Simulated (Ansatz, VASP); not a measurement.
## MgO in VASP and in Ansatz

The input INCAR:

```
SYSTEM = MgO
PREC = Accurate ; ENCUT = 600
EDIFF = 1E-6 ; ISMEAR = 1
SIGMA = 0.05 ; LREAL = .FALSE.
LASPH = .TRUE. ; NELM = 120
ALGO = Normal ; ISIF = 2
LWAVE = .FALSE. ; LCHARG = .TRUE.
GGA = PE ; LELF = .TRUE.
LVHAR = .TRUE. ; NBANDS = 16
GGA_COMPAT = .FALSE.
```

Contents of KPOINTS:

```
Automatic mesh
0
G
  9 9 6
  0 0 0
```

Contents of POSCAR:

```
MgO
1.0
    3.4772157108      0.0000000000      0.0000000000
   -1.7386078554      3.0113571399      0.0000000000
    0.0000000000      0.0000000000      4.6556441151
Mg O
2 2
Direct
    0.3333333333      0.6666666667      0.0063188013
    0.6666666667      0.3333333333      0.5063188013
    0.3333333333      0.6666666667      0.3982811987
    0.6666666667      0.3333333333      0.8982811987
```

Input for Ansatz:

```yaml
crystal:
  lattice:
    - [3.4772157108, 0.0, 0.0]
    - [-1.7386078554, 3.0113571399, 0.0]
    - [0.0, 0.0, 4.6556441151]
  atoms:
    - { symbol: Mg, position: [0.3333333333, 0.6666666667, 0.0063188013] }
    - { symbol: Mg, position: [0.6666666667, 0.3333333333, 0.5063188013] }
    - { symbol: O, position: [0.3333333333, 0.6666666667, 0.3982811987] }
    - { symbol: O, position: [0.6666666667, 0.3333333333, 0.8982811987] }
kpoints:
  mp_grid: { grid: [9, 9, 6] }
hamiltonian:
  xc: pbe
  pseudopotentials: { kind: paw, azcp: { folder: soft_1 } }
scf:
  occupations: { method: methfessel_paxton, width: 0.15 }
output:
  forces: true
  eigenvalues: true
  stress: true
```

Alike in both runs: task single point; functional PBE; k mesh 9 × 9 × 6; no spin polarisation.

|  | VASP | Ansatz |
| --- | --- | --- |
| version | VASP 6.6.1 | Ansatz 0.2.0 |
| potentials or method | VASP PAW PBE potentials, release 64 (Mg, O) | scalar-relativistic, plane waves, PAW |
| plane-wave cutoff (eV) | 600 | 420 |
| occupations | methfessel-paxton of order 1, width 0.05 eV | methfessel-paxton of order 1, width 0.15 eV |
| valence electrons in the cell | 16 | 32 |

|  | VASP | Ansatz | Ansatz less VASP |
| --- | --- | --- | --- |
| gap on the k mesh at the Fermi level (eV) | 3.20 | 3.22 | +0.017 |
| pressure (GPa) | 1.8 | 2.4 | +0.57 |
| traceless stress, the component that is largest in VASP (GPa) | 20.60 | 20.31 | -0.292 |
| rms of the force components (eV/Å) | 1.220 | 1.203 | -0.0177 |

Atom by atom the forces differ by 0.018 eV/Å (rms over components). VASP's potentials hold 16 valence electrons a cell and Ansatz's 32, so a difference there can come from the potentials and not from the codes.
